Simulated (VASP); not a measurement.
A run of VASP 6.6.1 is set up as follows.

The input INCAR:

```
ALGO     = Normal         # electronic algorithm
EDIFF    = 1E-7           # SCF threshold, eV
EDIFFG   = -0.01          # ionic threshold
ENCUT    = 600            # plane-wave cutoff, eV
GGA      = PS             # functional
IBRION   = 2              # ionic algorithm
ISIF     = 3              # what is computed and relaxed
ISMEAR   = -1             # smearing method
IVDW     = 12             # dispersion correction
LASPH    = T              # aspherical terms in the spheres
LCHARG   = F              # write CHGCAR
LREAL    = F              # projectors in reciprocal space
LWAVE    = F              # write WAVECAR
NELM     = 60             # most SCF steps
NSW      = 60             # ionic steps
PREC     = Accurate       # precision mode
SIGMA    = 0.05           # smearing width, eV
```

File KPOINTS:

```
k-points
0
Gamma
  7 7 3
```

POSCAR

```
Br
1.0
    3.3632500000     -2.3225500000      0.0000000000
    3.3632500000      2.3225500000      0.0000000000
    0.0000000000      0.0000000000      8.7023000000
Br
4
Direct
    0.3651000000      0.6349000000      0.3901000000
    0.1349000000      0.8651000000      0.8901000000
    0.6349000000      0.3651000000      0.6099000000
    0.8651000000      0.1349000000      0.1099000000
```

Potentials or basis: VASP PAW PBE potentials, release 64 (Br).

The run is started by

```bash
$ cat potpaw_PBE.64/Br/POTCAR > POTCAR
$ mpirun -np 1 vasp_std > vasp.out
```

Predict the dispersion energy per atom.

-0.222 eV.

Estimate the band gap on the k mesh.

1.16 eV (least direct gap 1.32 eV).

Final structure:
```
Br
1.0
     3.32425   -1.97802    0.00000
     3.32425    1.97802    0.00000
     0.00000    0.00000    8.43895
Br
4
Cartesian
  3.3243 0.6346 3.2016
  3.3243 1.3434 7.4211
  3.3243 -0.6346 5.2374
  3.3243 -1.3434 1.0179
```

Caveat: an odd mesh through Γ misses points on the zone boundary, where band edges can lie.
